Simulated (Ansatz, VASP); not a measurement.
## Be in VASP and in Ansatz

Contents of INCAR:

```
  PREC = Accurate
  ENCUT = 520
  EDIFF = 1E-8
  ISMEAR = -1
  SIGMA = 0.03
  LREAL = False
  LASPH = True
  NELM = 80
  ALGO = Normal
  ISIF = 2
  LWAVE = False
  LCHARG = False
  GGA = PE
  LEFG = True
  NBANDS = 7
```

File KPOINTS:

```
Automatic mesh
0
Gamma
  23 23 23
```

File POSCAR:

```
Be
1.0
   -1.2907145798      1.2907145798      1.2531209513
    1.2907145798     -1.2907145798      1.2531209513
    1.2907145798      1.2907145798     -1.2531209513
Be
1
Direct
    0.0000000000      0.0000000000      0.0000000000
```

Input for Ansatz:

```yaml
crystal:
  lattice:
    - [-1.2907145798, 1.2907145798, 1.2531209513]
    - [1.2907145798, -1.2907145798, 1.2531209513]
    - [1.2907145798, 1.2907145798, -1.2531209513]
  atoms:
    - { symbol: Be, position: [0.0, 0.0, 0.0] }
kpoints:
  mp_grid: { grid: [23, 23, 23] }
scf:
  occupations: { method: fermi_dirac, width: 0.03 }
hamiltonian:
  xc: pbe
  pseudopotentials: { kind: all_electron, datasets: crystal }
output:
  forces: true
  stress: true
  eigenvalues: true
  efg: { contact_densities: true }
```

Change from the starting cell: equal xx and yy strain of +3 %, crystal datasets.

Alike in both runs: task electric field gradients; functional PBE; k mesh 23 × 23 × 23; occupations fermi-dirac, width 0.03 eV; no spin polarisation.

|  | VASP | Ansatz |
| --- | --- | --- |
| version | VASP 6.6.1 | Ansatz 0.2.0 |
| potentials or method | VASP PAW PBE potentials, release 64 (Be), cutoff 520 eV | all-electron PAW with datasets made for the crystal, scalar-relativistic |

Ansatz gave:

* pressure (GPa): -7.3
* traceless stress, the component that is largest in VASP (GPa): 0.52
* size of Vzz on the site where it differs most (V/Å²): 0.3

Q: Estimate VASP's values.

A: Pressure (GPa): -7.1; traceless stress, the component that is largest in VASP (GPa): 0.52; size of Vzz on the site where it differs most (V/Å²): 0.3.

Ansatz ran all-electron here, and VASP with PAW potentials.
